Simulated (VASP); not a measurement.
Wanted: the native input for a VASP 6.6.1 run.

```
Task                   : relaxation of shape and atoms at fixed volume
Functional             : PBE
Potentials or basis    : VASP PAW PBE potentials, release 64 (Cs_sv)
Cutoff                 : 600 eV
k mesh                 : 8 × 8 × 8
Occupations            : fermi-dirac, width 0.08 eV
Spin                   : no spin polarisation
Dipole correction      : no
Further INCAR settings : ALGO = Normal; EDIFF = 1e-07; IBRION = 2; EDIFFG = -0.005; NSW = 50; ISIF = 4
```

The structure of Cs lies in POSCAR:

```
Cs
1.0
    5.1173128858      0.0000000000      0.0000000000
   -2.5586564429      4.4317229582      0.0000000000
    0.0000000000      0.0000000000      4.8102741127
Cs
1
Direct
    0.0000000000      0.0000000000      0.0000000000
```

This isn't the form of Cs at room conditions, which is bcc.

One way to write it, as run:

INCAR

```
PREC = Accurate ; ENCUT = 600
EDIFF = 1E-7 ; ISMEAR = -1
SIGMA = 0.08 ; LREAL = F
LASPH = T ; NELM = 100
ALGO = Normal ; ISIF = 4
LWAVE = F ; LCHARG = F
GGA = PE ; IBRION = 2
NSW = 50 ; EDIFFG = -0.005
```

KPOINTS

```
regular mesh
0
Gamma
  8 8 8
```

Potentials or basis: VASP PAW PBE potentials, release 64 (Cs_sv).

The run is started by

```sh
$ cat potpaw_PBE.64/Cs_sv/POTCAR > POTCAR
$ mpirun -np 1 vasp_std > vasp.out
```

Results of the run:

- Energy gained by relaxing: 0.0 meV/atom
- Ionic steps: 3
- Pressure after relaxing: 0.2 GPa
- Band gap on the k mesh: zero (an odd number of electrons rules out a gap without spin polarisation)

Caveat: spin-orbit coupling is left out, which moves the levels of the heavy elements.

Run time: 40 s on 1 thread of Intel(R) Xeon(R) 6975P-C (Granite Rapids) (shared host), peak memory 0.27 GiB.
